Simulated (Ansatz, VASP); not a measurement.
## Zr3H: VASP beside Ansatz

The input INCAR:

```
PREC = Accurate ; ENCUT = 600
EDIFF = 1E-6 ; ISMEAR = 0
SIGMA = 0.1 ; LREAL = False
LASPH = True ; NELM = 60
ALGO = Normal ; ISIF = 3
LWAVE = False ; LCHARG = False
GGA = PE ; IBRION = 2
NSW = 90 ; EDIFFG = -0.04
```

The input KPOINTS:

```
Automatic mesh
0
Gamma
  4 4 4
```

Contents of POSCAR:

```
Zr3H
1.0
    5.0692614900      0.0000000000      0.0000000000
    0.0000000000      5.0692614900      0.0000000000
    0.0000000000      0.0000000000      5.0692614900
Zr H
6 2
Direct
    0.2500000000      0.0000000000      0.5000000000
    0.7500000000      0.0000000000      0.5000000000
    0.0000000000      0.5000000000      0.2500000000
    0.0000000000      0.5000000000      0.7500000000
    0.5000000000      0.7500000000      0.0000000000
    0.5000000000      0.2500000000      0.0000000000
    0.0000000000      0.0000000000      0.0000000000
    0.5000000000      0.5000000000      0.5000000000
```

Input for Ansatz:

```yaml
crystal:
  lattice:
    - [5.06926149, 0.0, 0.0]
    - [0.0, 5.06926149, 0.0]
    - [0.0, 0.0, 5.06926149]
  atoms:
    - { symbol: Zr, position: [0.25, 0.0, 0.5] }
    - { symbol: Zr, position: [0.75, 0.0, 0.5] }
    - { symbol: Zr, position: [0.0, 0.5, 0.25] }
    - { symbol: Zr, position: [0.0, 0.5, 0.75] }
    - { symbol: Zr, position: [0.5, 0.75, 0.0] }
    - { symbol: Zr, position: [0.5, 0.25, 0.0] }
    - { symbol: H, position: [0.0, 0.0, 0.0] }
    - { symbol: H, position: [0.5, 0.5, 0.5] }
basis:
  ecutwfc: 420
kpoints:
  mp_grid: { grid: [4, 4, 4] }
hamiltonian:
  xc: pbe
scf:
  occupations: { method: gaussian, width: 0.1 }
  lower_state_search: "off"
output:
  forces: true
  stress: true
  eigenvalues: true
relax:
  adjacent_minimum: "off"
  f_tol: 0.04
  max_steps: 70
  cell: { stress_tol: 0.4 }
```

Change from the starting cell: species swapped into the Nb3Rh type (Pm-3n, No. 223).

Alike in both runs: task relaxation of cell and atoms; functional PBE; k mesh 4 × 4 × 4; occupations gaussian, width 0.1 eV; no spin polarisation.

|  | VASP | Ansatz |
| --- | --- | --- |
| version | VASP 6.6.1 | Ansatz 0.2.0 |
| potentials or method | VASP PAW PBE potentials, release 64 (Zr_sv, H), cutoff 600 eV | scalar-relativistic, plane waves, PAW |
| valence electrons in the cell | 74 | 74 |

```tsv
	VASP	Ansatz	Ansatz less VASP
gap on the k mesh at the Fermi level, each at its own relaxed structure (eV)	none	none	-
relaxed volume (Å³/atom)	19.35	19.35	0.000
relaxed length of the cell vector where the two differ most in proportion (Å)	5.370	5.370	0.0000
```

A gap of «none» marks a metal or a gap that the smearing closes.

Noted on VASP's run: the volume moved by over 15 % at a fixed basis, so the end points are rough.
